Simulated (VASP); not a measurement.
Crystal: Pd.

```
Pd
1.0
     0.00000    1.91385    1.91385
     1.91385    0.00000    1.91385
     1.91385    1.91385    0.00000
Pd
1
Cartesian
  0.0000 0.0000 0.0000
```

This cell differs from its parent crystal: volume scaled by 0.94.

Base run:

```yaml
Program: VASP 6.6.1
Functional: r2SCAN
Potentials_or_basis: VASP PAW PBE potentials, release 64 (Pd_sv_GW)
Cutoff: 590 eV
k_mesh: 18 × 18 × 18
Occupations: gaussian, width 0.1 eV
Spin: no spin polarisation
```

Its results: band gap on the k mesh zero (band 9 reaches 9.40 eV, above the bottom of band 10 at 7.58 eV); pressure 12.2 GPa.

**Question.** The run is repeated on the same cell with these changes: potentials or basis from VASP PAW PBE potentials, release 64 (Pd_sv_GW) to VASP PAW PBE potentials, release 64 (Pd); cutoff from 590 eV to 520 eV; further incar settings from ALGO = Normal; EDIFF = 1e-06; NBANDS = 15 to ALGO = Normal; EDIFF = 1e-06; NBANDS = 11; valence electrons from 18 to 10. What comes out?

**Answer.** Band gap on the k mesh zero (band 5 reaches 10.84 eV, above the bottom of band 6 at 9.01 eV); pressure 14.6 GPa.

Caveats: the PAW data sets were made with another functional, which shifts forces and pressure a little.
